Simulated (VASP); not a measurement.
# RbBr (P4mm) in VASP: further runs, part 2 of 2

VASP 6.6.1.

**4. Single point, PBEsol (all Br atoms moved -0.150 Å, as atom 2 along Cartesian [0 0 1])**

File INCAR:

```
SYSTEM = RbBr
PREC = Accurate
ENCUT = 520
EDIFF = 1E-7
ISMEAR = 0
SIGMA = 0.05
LREAL = .FALSE.
LASPH = .TRUE.
NELM = 60
ALGO = Normal
ISIF = 2
LWAVE = .FALSE.
LCHARG = .FALSE.
GGA = PS
NBANDS = 15
```

File KPOINTS:

```
Automatic mesh
0
G
  6 6 6
  0 0 0
```

File POSCAR:

```
RbBr
1.0
    4.1260773000      0.0000000000      0.0000000000
    0.0000000000      4.1260773000      0.0000000000
    0.0000000000      0.0000000000      4.1260773000
Rb Br
1 1
Direct
    0.0000000000      0.0000000000      0.0000000000
    0.5000000000      0.5000000000      0.4636458580
```

Potentials or basis: VASP PAW PBE potentials, release 64 (Rb_sv, Br).

On the command line:

```sh
> cat potpaw_PBE.64/Rb_sv/POTCAR potpaw_PBE.64/Br/POTCAR > POTCAR
> mpirun -np 1 vasp_std > vasp.out
```

OUTCAR:

```text
SYSTEM = RbBr
   PREC = Accurate
   ENCUT = 520
   EDIFF = 1E-7
   ISMEAR = 0
   LREAL = .FALSE.
   LASPH = .TRUE.
   NELM = 60
   ISIF = 2
   GGA = PS

 ion  position               nearest neighbor table
   1  0.000  0.000  0.000-   2 3.49   2 3.49   2 3.49   2 3.49   2 3.66   2 3.66   2 3.66   2 3.66

   2  0.500  0.500  0.464-   1 3.49   1 3.49   1 3.49   1 3.49   1 3.66   1 3.66   1 3.66   1 3.66

  LATTYP: Found a simple cubic cell.
 ALAT       =     4.1260773000

  Lattice vectors:

 A1 = (   4.1260773000,   0.0000000000,   0.0000000000)
 A2 = (   0.0000000000,   4.1260773000,   0.0000000000)
 A3 = (   0.0000000000,   0.0000000000,   4.1260773000)

Analysis of symmetry for initial positions (statically):
=====================================================================
 Subroutine PRICEL returns:
 Original cell was already a primitive cell.

 Routine SETGRP: Setting up the symmetry group for a
 simple cubic supercell.

 Subroutine GETGRP returns: Found  8 space group operations
 (whereof  8 operations were pure point group operations)
 out of a pool of 48 trial point group operations.

The static configuration has the point symmetry C_4v.

Analysis of symmetry for dynamics (positions and initial velocities):
=====================================================================
 Subroutine PRICEL returns:
 Original cell was already a primitive cell.

 Routine SETGRP: Setting up the symmetry group for a
 simple cubic supercell.

 Subroutine GETGRP returns: Found  8 space group operations
 (whereof  8 operations were pure point group operations)
 out of a pool of 48 trial point group operations.

The dynamic configuration has the point symmetry C_4v.

 Subroutine INISYM returns: Found  8 space group operations
 (whereof  8 operations are pure point group operations),
 and found     1 'primitive' translations

[... 120 lines left out ...]
   LHFCALC =     F    Hartree Fock is set to
   AEXX    =    0.0000 exact exchange contribution
   IVDW    =     0    specifies the selected vdW correction
   LEPSILON=     F    determine dielectric tensor
   LRPA    =     F    only Hartree local field effects (RPA)
 non-spin polarized calculation
 Gauss-broadening in eV      SIGMA  =   0.05
  energy-cutoff  :      520.00
  volume of cell :       70.24
 maximum number of plane-waves:      1924
 NGX is ok and might be reduce to    32
   NGX = 15   NGY = 15   NGZ = 15

 number of electron      16.0000001 magnetization

 Free energy of the ion-electron system (eV)
  ---------------------------------------------------
  ext. energy  EPLUGINS =         0.00000000
  ---------------------------------------------------
  free energy    TOTEN  =        -6.28911411 eV

  energy without entropy =       -6.28911411  energy(sigma->0) =       -6.28911411

 E-fermi :  -0.5313     XC(G=0):  -8.1147

 val. band max:       -0.7737514739   @ k =   0.5000   0.5000   0.0000
 cond. band min:       3.1374276824   @ k =   0.0000   0.0000   0.0000
 fundamental gap:      3.9111791563
 Fermi energy:        -0.5313170106

 k-point     1 :       0.0000    0.0000    0.0000
  band No.  band energies     occupation
      1     -25.7898      2.00000
      2     -13.4111      2.00000
      3      -9.7838      2.00000
      4      -9.7838      2.00000
      5      -9.7817      2.00000
      6      -0.9380      2.00000
      7      -0.9301      2.00000
      8      -0.9301      2.00000
      9       3.1374      0.00000
     10       4.6867      0.00000
     11       4.7435      0.00000
     12       9.1178      0.00000
     13       9.1587      0.00000
     14       9.1587      0.00000
[... 401 lines left out ...]
      2     -13.3409      2.00000
      3      -9.9481      2.00000
      4      -9.8217      2.00000
      5      -9.8038      2.00000
      6      -2.0007      2.00000
      7      -1.3104      2.00000
      8      -1.2076      2.00000
      9       5.5577      0.00000
     10       6.0805      0.00000
     11       6.6461      0.00000
     12       7.8627      0.00000
     13       8.0113      0.00000
     14       8.2781      0.00000
     15      10.6708      0.00000

 [... further k-points ...]

------------------------ aborting loop because EDIFF is reached ----------------------------------------

  FORCE on cell =-STRESS in cart. coord.  units (eV):
  Direction    XX          YY          ZZ          XY          YZ          ZX
  --------------------------------------------------------------------------------------
  -------------------------------------------------------------------------------------
  Total       -0.1921384     -0.1921384     -0.2063178      0.0000000      0.0000000      0.0000000
  in kB       -4.3824066     -4.3824066     -4.7058183      0.0000000      0.0000000      0.0000000
  external PRESSURE =      -4.4902105 kB  Pullay stress =       0.0000000 kB

 VOLUME and BASIS-vectors are now :
 -----------------------------------------------------------------------------
  energy-cutoff  :      520.00
  volume of cell :       70.24
      direct lattice vectors                 reciprocal lattice vectors
     4.126077300  0.000000000  0.000000000     0.242360947  0.000000000  0.000000000
     0.000000000  4.126077300  0.000000000     0.000000000  0.242360947  0.000000000
     0.000000000  0.000000000  4.126077300     0.000000000  0.000000000  0.242360947

 POSITION                                       TOTAL-FORCE (eV/Angst)
 -----------------------------------------------------------------------------------
      0.00000      0.00000      0.00000        -0.000000      0.000000     -0.100874
      2.06304      2.06304      1.91304         0.000000      0.000000      0.100874
 -----------------------------------------------------------------------------------
    total drift:                                0.000000      0.000000      0.000019

  FREE ENERGIE OF THE ION-ELECTRON SYSTEM (eV)
  ---------------------------------------------------
  free  energy   TOTEN  =        -6.2891141065 eV

  energy  without entropy=       -6.2891141065  energy(sigma->0) =       -6.28911411
```

stdout:

```text
POSCAR found type information on POSCAR RbBr
 POSCAR found :  2 types and       2 ions
 scaLAPACK will be used
 -----------------------------------------------------------------------------
|                                                                             |
|                                                                             |
|     You enforced a specific xc type in the INCAR file but a different       |
|     I HOPE YOU KNOW WHAT YOU ARE DOING!                                     |
|                                                                             |
 -----------------------------------------------------------------------------

 LDA part: xc-table for (Slater+PW92), standard interpolation
 POSCAR, INCAR and KPOINTS ok, starting setup
 FFT: planning ... GRIDC
 FFT: planning ... GRID_SOFT
 FFT: planning ... GRID
 WAVECAR not read
 entering main loop
```

It took 51 s on 1 thread of Intel Xeon 8259CL, shared host; peak memory 0.2 GiB.

Results:

```
Free energy            : -6.2891 eV
Pressure               : -0.4 GPa
Largest force          : 0.101 eV/Å
Band gap on the k mesh : 3.91 eV (least direct gap 4.07 eV)
```

Forces in eV/Å, atoms in the order of the input:
```
Rb   0.000  0.000 -0.101
Br   0.000  0.000  0.101
```

Caveat: the cell differs from its parent crystal (all Br atoms moved -0.150 Å, as atom 2 along Cartesian [0 0 1]); the PAW data sets were made with another functional, which shifts forces and pressure a little. A k mesh can miss the band edges.

**5. Single point, PBEsol (all Br atoms moved +0.263 Å, as atom 2 along Cartesian [0 0 1])**

File INCAR:

```
SYSTEM = RbBr
PREC = Accurate ; ENCUT = 520
EDIFF = 1E-7 ; ISMEAR = 0
SIGMA = 0.05 ; LREAL = .FALSE.
LASPH = .TRUE. ; NELM = 60
ALGO = Normal ; ISIF = 2
LWAVE = .FALSE. ; LCHARG = .TRUE.
GGA = PS ; LELF = .TRUE.
LVHAR = .TRUE. ; NBANDS = 15
```

KPOINTS is that of step 4.

POSCAR: that of step 4 with these lines changed.

```diff
@@ -9,2 +9,2 @@
     0.0000000000      0.0000000000      0.0000000000
-    0.5000000000      0.5000000000      0.4636458580
+    0.5000000000      0.5000000000      0.5636197485
```

On the command line:

```sh
> cat potpaw_PBE.64/Rb_sv/POTCAR potpaw_PBE.64/Br/POTCAR > POTCAR
> mpirun -np 1 vasp_std > vasp.out
```

Wall time 54 s (1 thread of Intel Xeon 8259CL, shared host); peak memory 0.2 GiB.

The run converged. Its results:

* Free energy: -6.2734 eV
* Pressure: -0.2 GPa
* Largest force: 0.180 eV/Å
* Band gap on the k mesh: 3.92 eV (least direct gap 4.08 eV)

Forces in eV/Å, atoms in the order of the input:
```
Rb   0.000  0.000  0.180
Br   0.000  0.000 -0.180
```

Stress tensor (GPa, compression positive):
```
-0.19  0.00  0.00
 0.00 -0.19  0.00
 0.00  0.00 -0.30
```

Levels at points of the mesh, in eV from the valence-band top:
| k point | band 6 | band 7 | band 8 | band 9 | band 10 | band 11 |
| --- | --- | --- | --- | --- | --- | --- |
| (0.00, 0.00, 0.00) | -0.18 | -0.15 | -0.15 | 3.92 | 5.46 | 5.63 |
| (0.50, 0.00, 0.00) | -1.75 | -0.25 | -0.20 | 6.74 | 6.89 | 7.50 |
| (0.00, 0.00, 0.50) | -1.74 | -0.23 | -0.23 | 6.71 | 6.97 | 7.61 |
| (0.50, 0.50, 0.00) | -1.05 | -1.05 | 0.00 | 5.23 | 6.21 | 7.94 |
| (0.00, 0.50, 0.50) | -1.07 | -1.06 | -0.02 | 5.22 | 6.11 | 7.92 |
| (0.50, 0.50, 0.50) | -1.35 | -1.34 | -1.34 | 7.87 | 7.87 | 8.16 |

Caveat: the cell differs from its parent crystal (all Br atoms moved +0.263 Å, as atom 2 along Cartesian [0 0 1]); the PAW data sets were made with another functional, which shifts forces and pressure a little. A k mesh can miss the band edges.

**6. Single point, PBEsol (all Br atoms moved +0.188 Å, as atom 2 along Cartesian [0 0 1])**

File INCAR:

```
PREC = Accurate ; ENCUT = 520
EDIFF = 1E-6 ; ISMEAR = 0
SIGMA = 0.05 ; LREAL = False
LASPH = True ; NELM = 60
ALGO = Normal ; ISIF = 2
LWAVE = False ; LCHARG = False
GGA = PS ; NBANDS = 15
```

File KPOINTS:

```
regular mesh
0
Gamma
  6 6 6
```

POSCAR: that of step 5 with these lines changed.

```diff
@@ -9,2 +9,2 @@
     0.0000000000      0.0000000000      0.0000000000
-    0.5000000000      0.5000000000      0.5636197485
+    0.5000000000      0.5000000000      0.5454426775
```

Potentials or basis: VASP PAW PBE potentials, release 64 (Rb_sv, Br).

On the command line:

```sh
> cat potpaw_PBE.64/Rb_sv/POTCAR potpaw_PBE.64/Br/POTCAR > POTCAR
> mpirun -np 1 vasp_std > vasp.out
```

OUTCAR:

```text
PREC = Accurate
   ENCUT = 520
   EDIFF = 1E-6
   ISMEAR = 0
   LREAL = False
   LASPH = True
   NELM = 60
   ISIF = 2
   GGA = PS

 ion  position               nearest neighbor table
   1  0.000  0.000  0.000-   2 3.47   2 3.47   2 3.47   2 3.47   2 3.68   2 3.68   2 3.68   2 3.68

   2  0.500  0.500  0.545-   1 3.47   1 3.47   1 3.47   1 3.47   1 3.68   1 3.68   1 3.68   1 3.68

  LATTYP: Found a simple cubic cell.
 ALAT       =     4.1260773000

  Lattice vectors:

[... 620 lines left out ...]
------------------------ aborting loop because EDIFF is reached ----------------------------------------

  FORCE on cell =-STRESS in cart. coord.  units (eV):
  Direction    XX          YY          ZZ          XY          YZ          ZX
  --------------------------------------------------------------------------------------
  -------------------------------------------------------------------------------------
  Total       -0.1654207     -0.1654207     -0.1879698      0.0000000      0.0000000     -0.0000000
  in kB       -3.7730129     -3.7730129     -4.2873274      0.0000000      0.0000000     -0.0000000
  external PRESSURE =      -3.9444510 kB  Pullay stress =       0.0000000 kB

 VOLUME and BASIS-vectors are now :
 -----------------------------------------------------------------------------
  energy-cutoff  :      520.00
  volume of cell :       70.24
      direct lattice vectors                 reciprocal lattice vectors
     4.126077300  0.000000000  0.000000000     0.242360947  0.000000000  0.000000000
     0.000000000  4.126077300  0.000000000     0.000000000  0.242360947  0.000000000
     0.000000000  0.000000000  4.126077300     0.000000000  0.000000000  0.242360947

 POSITION                                       TOTAL-FORCE (eV/Angst)
 -----------------------------------------------------------------------------------
      0.00000      0.00000      0.00000        -0.000000      0.000000      0.126674
      2.06304      2.06304      2.25054         0.000000     -0.000000     -0.126674
 -----------------------------------------------------------------------------------
    total drift:                                0.000000      0.000000     -0.000167

  FREE ENERGIE OF THE ION-ELECTRON SYSTEM (eV)
  ---------------------------------------------------
  free  energy   TOTEN  =        -6.2848477457 eV

  energy  without entropy=       -6.2848477457  energy(sigma->0) =       -6.28484775
```

OSZICAR:

```text
N       E                     dE             d eps       ncg     rms          rms(c)
DAV:   1     0.776714770345E+02    0.77671E+02   -0.67809E+03  1200   0.929E+02
DAV:   2    -0.141342798031E+01   -0.79085E+02   -0.73611E+02  1663   0.166E+02
DAV:   3    -0.637886163816E+01   -0.49654E+01   -0.49475E+01  1628   0.419E+01
DAV:   4    -0.650445315704E+01   -0.12559E+00   -0.12558E+00  1712   0.635E+00
DAV:   5    -0.650549457254E+01   -0.10414E-02   -0.10414E-02  1671   0.561E-01    0.254E+00
DAV:   6    -0.631508389784E+01    0.19041E+00   -0.16249E-01  1508   0.224E+00    0.169E+00
DAV:   7    -0.628299634094E+01    0.32088E-01   -0.88806E-02  1543   0.172E+00    0.867E-01
DAV:   8    -0.628489364065E+01   -0.18973E-02   -0.12047E-02  1517   0.639E-01    0.135E-01
DAV:   9    -0.628474505599E+01    0.14858E-03   -0.64841E-04  1592   0.135E-01    0.518E-02
DAV:  10    -0.628484688781E+01   -0.10183E-03   -0.18713E-04  1383   0.876E-02    0.924E-03
DAV:  11    -0.628484774568E+01   -0.85787E-06   -0.64437E-06  1723   0.163E-02
   1 F= -.62848477E+01 E0= -.62848477E+01  d E =-.101778E-13
```

It took 34 s on 1 thread of Intel Xeon 8259CL, shared host; peak memory 0.19 GiB.

Results:

| Item | Value |
| --- | --- |
| Free energy | -6.2848 eV |
| Pressure | -0.4 GPa |
| Largest force | 0.127 eV/Å |
| Band gap on the k mesh | 3.91 eV (least direct gap 4.07 eV) |

Forces in eV/Å, atoms in the order of the input:
```
Rb   0.000  0.000  0.127
Br   0.000  0.000 -0.127
```

Levels at points of the mesh, in eV from the valence-band top:
```csv
k point,band 5,band 6,band 7,band 8,band 9,band 10,band 11,band 12
"(0.00, 0.00, 0.00)",-9.00,-0.17,-0.16,-0.16,3.91,5.46,5.55,9.89
"(0.50, 0.00, 0.00)",-8.95,-1.75,-0.24,-0.21,6.77,6.91,7.51,8.40
"(0.00, 0.00, 0.50)",-8.95,-1.75,-0.23,-0.23,6.75,6.95,7.57,8.65
"(0.50, 0.50, 0.00)",-8.92,-1.06,-1.06,0.00,5.21,6.15,7.92,7.92
"(0.00, 0.50, 0.50)",-8.92,-1.07,-1.06,-0.01,5.20,6.10,7.91,7.93
"(0.50, 0.50, 0.50)",-9.24,-1.36,-1.35,-1.35,7.96,7.96,8.12,9.34
```

Caveat: the cell differs from its parent crystal (all Br atoms moved +0.188 Å, as atom 2 along Cartesian [0 0 1]); the PAW data sets were made with another functional, which shifts forces and pressure a little. A k mesh can miss the band edges.

**7. The runs side by side**

| cell | gap on the mesh (eV) | pressure (GPa) | largest force (eV/Å) |
| --- | --- | --- | --- |
| as given, atomic positions A | 3.93 | -0.1 | 0.21 |
| as given, atomic positions B | 3.92 | -0.3 | 0.15 |
| as given, atomic positions C | 3.91 | -0.4 | 0.10 |
| as given, atomic positions D | 3.92 | -0.2 | 0.18 |
| as given, atomic positions E | 3.91 | -0.4 | 0.13 |

Alike in all rows: task single point; level PBEsol; potentials or basis VASP PAW PBE potentials, release 64 (Rb_sv, Br); no spin polarisation; k mesh 6 × 6 × 6; cutoff (eV) 520; smearing gaussian 0.05 eV.

Caveats: the PAW data sets were made with another functional, which shifts forces and pressure a little.

Absolute energies hang on the potentials; compare differences alone.
